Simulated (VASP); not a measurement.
Runs of VASP 6.6.1 on BiP (rocksalt type). The structure is that of space group Fm-3m (No. 225), or close to it. The cells are those of the table. 

```tsv
task	cell	gap on the mesh (eV)	pressure (GPa)
electric field gradients	a = 4.079 Å, angles 60.0°, 2 atoms	-	3.2
electric field gradients	a = 4.162 Å, angles 60.0°, 2 atoms	-	-1.4
single point	a = 4.162 Å, angles 60.0°, 2 atoms	0.01	-1.4
electric field gradients	a = 4.135 Å, angles 60.0°, 2 atoms	0.04	0.0
single point	a = 4.189 Å, angles 60.0°, 2 atoms	0.01	(a)
```

Alike in all rows: level PBE; potentials or basis VASP PAW PBE potentials, release 64 (Bi_d, P); no spin polarisation; k mesh 12 × 12 × 12; cutoff (eV) 520; smearing fermi-dirac 0.05 eV.

Problem. Fill in the values left out.

Solution. (a) -2.6.

Caveats: spin-orbit coupling is left out, which moves the levels of the heavy elements; the cell stands under pressure (at least some runs).

A k mesh can miss the band edges, and the runs leave out spin-orbit coupling on Bi.
